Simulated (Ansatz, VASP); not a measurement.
WC: VASP beside Ansatz

Contents of INCAR:

```
SYSTEM = WC
PREC = Accurate
ENCUT = 520
EDIFF = 1E-8
ISMEAR = -1
SIGMA = 0.05
LREAL = .False.
LASPH = .True.
NELM = 100
ALGO = Normal
ISIF = 2
LWAVE = .False.
LCHARG = .False.
GGA = PS
LEFG = .True.
NBANDS = 16
```

File KPOINTS:

```
regular mesh
0
Gamma
  14 14 13
  0 0 0
```

The input POSCAR:

```
WC
1.0
    2.8424914073      0.0000000000      0.0000000000
   -1.4212457036      2.4616697688      0.0000000000
    0.0000000000      0.0000000000      2.8290000000
W C
1 1
Direct
    0.0000000000      0.0000000000      0.0000000000
    0.6666666667      0.3333333333      0.5000000000
```

Input for Ansatz:

```yaml
crystal:
  lattice:
    - [2.8424914073, 0.0, 0.0]
    - [-1.4212457036, 2.4616697688, 0.0]
    - [0.0, 0.0, 2.829]
  atoms:
    - { symbol: W, position: [0.0, 0.0, 0.0] }
    - { symbol: C, position: [0.6666666667, 0.3333333333, 0.5] }
kpoints:
  mp_grid: { grid: [14, 14, 13] }
scf:
  occupations: { method: fermi_dirac, width: 0.05 }
hamiltonian:
  xc: pbesol
  pseudopotentials: { kind: paw }
output:
  forces: true
  stress: true
  eigenvalues: true
  efg: { contact_densities: true }
```

Change from the starting cell: equal xx and yy strain of -2 %, PAW files.

Alike in both runs: task electric field gradients; functional PBEsol; k mesh 14 × 14 × 13; occupations fermi-dirac, width 0.05 eV; no spin polarisation.

|  | VASP | Ansatz |
| --- | --- | --- |
| version | VASP 6.6.1 | Ansatz 0.2.0 |
| potentials or method | VASP PAW PBE potentials, release 64 (W_sv, C) | PAW with Ansatz's default frozen-core files, scalar-relativistic |
| plane-wave cutoff (eV) | 520 | 420 |
| valence electrons in the cell | 18 | 18 |

```csv
,VASP,Ansatz,Ansatz less VASP
pressure (GPa),17.9,16.4,-1.55
"traceless stress, the component that is largest in VASP (GPa)",-8.63,-8.86,-0.227
size of Vzz on the site where it differs most (V/Å²),118.3,111.4,-6.87
```

VASP's potentials were made for PBE, not for PBEsol.

Spin-orbit coupling is off throughout.
